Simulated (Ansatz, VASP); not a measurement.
# W: VASP beside Ansatz

```
W
1.0
     0.00000    2.03000    2.03000
     2.03000    0.00000    2.03000
     2.03000    2.03000    0.00000
W
1
Cartesian
  0.0000 0.0000 0.0000
```

Alike in both runs: functional PBEsol; k mesh 11 × 11 × 11; occupations fermi-dirac, width 0.05 eV; non-collinear spin, spin-orbit coupling.

|  | VASP | Ansatz |
| --- | --- | --- |
| version | VASP 6.6.1 | Ansatz 0.2.0 |
| potentials or method | VASP PAW PBE potentials, release 64 (W_sv) | Ansatz PAW |
| plane-wave cutoff (eV) | 520 | 420 |
| valence electrons in the cell | 14 | 14 |
| task | single point | band structure |

Ansatz gave:

```
pressure (GPa)           : -12.2
net moment per atom (μB) : 0.00
```

Task: What did VASP give for the same quantities?

Result: Pressure (GPa): -11.2; net moment per atom (μB): 0.00.

VASP's potentials were made for PBE, not for PBEsol. With one functional, cell and mesh, what is left measures potentials, basis and numerics.
